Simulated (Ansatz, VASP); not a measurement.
# Ti in VASP and in Ansatz

```xyz
12
Lattice="2.9386 0.0000 0.0000 0.0000 4.6504 0.0000 0.0000 0.0000 28.5727" Properties=species:S:1:pos:R:3 pbc="T T T"
Ti    0.0000    3.4878    7.5911
Ti    1.4693    1.1626    8.4164
Ti    1.4693    3.4878   10.0211
Ti    0.0000    1.1626   10.9020
Ti    0.0000    3.4878   12.5751
Ti    1.4693    1.1626   13.4374
Ti    1.4693    3.4878   15.1353
Ti    0.0000    1.1626   15.9977
Ti    0.0000    3.4878   17.6708
Ti    1.4693    1.1626   18.5516
Ti    1.4693    3.4878   20.1563
Ti    0.0000    1.1626   20.9816
```

Alike in both runs: functional PBE; k mesh 12 × 8 × 1; occupations gaussian, width 0.1 eV; no spin polarisation.

Ansatz relaxed the structure, and its values are those at the end. VASP's run is a single point on that final structure, the one shown.

|  | VASP | Ansatz |
| --- | --- | --- |
| version | VASP 6.6.1 | Ansatz 0.2.0 |
| potentials or method | VASP PAW PBE potentials, release 64 (Ti_sv), cutoff 520 eV | scalar-relativistic, plane waves, PAW |
| valence electrons in the cell | 144 | 144 |

```csv
,VASP,Ansatz,Ansatz less VASP
gap on the k mesh at the Fermi level (eV),none,none,-
rms of the force components (eV/Å),0.007,0.004,-0.0036
```

A gap of «none» marks a metal or a gap that the smearing closes. Ansatz's warnings: vacuum density over bound, xc potential rough in thin density.
